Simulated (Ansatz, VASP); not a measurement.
# IrRh5 in VASP and in Ansatz

```
CELL_PARAMETERS angstrom
2.72830 0.00000 0.00000
-1.36415 2.36278 0.00000
0.00000 0.00000 13.19084
ATOMIC_POSITIONS crystal
Ir 0.66667 0.33333 0.50000
Rh 0.33333 0.66667 0.66661
Rh 0.33333 0.66667 0.00000
Rh 0.33333 0.66667 0.33339
Rh 0.66667 0.33333 0.83403
Rh 0.66667 0.33333 0.16597
```

Alike in both runs: functional PBE; k mesh 18 × 18 × 4; occupations gaussian, width 0.1 eV; no spin polarisation.

Ansatz relaxed the structure, and its values are those at the end. VASP's run is a single point on that final structure, the one shown.

|  | VASP | Ansatz |
| --- | --- | --- |
| version | VASP 6.6.1 | Ansatz 0.2.0 |
| potentials or method | VASP PAW PBE potentials, release 64 (Ir, Rh_pv), cutoff 520 eV | scalar-relativistic, plane waves, PAW |
| valence electrons in the cell | 84 | 102 |

```csv
,VASP,Ansatz,Ansatz less VASP
gap on the k mesh at the Fermi level (eV),none,none,-
pressure (GPa),0.1,0.0,-0.11
rms of the force components (eV/Å),0.007,0.000,-0.0069
```

A gap of «none» marks a metal or a gap that the smearing closes. With one functional, cell and mesh, what is left measures potentials, basis and numerics. VASP's potentials hold 84 valence electrons a cell and Ansatz's 102, so a difference there can come from the potentials and not from the codes.

Neither program's run includes spin-orbit coupling.
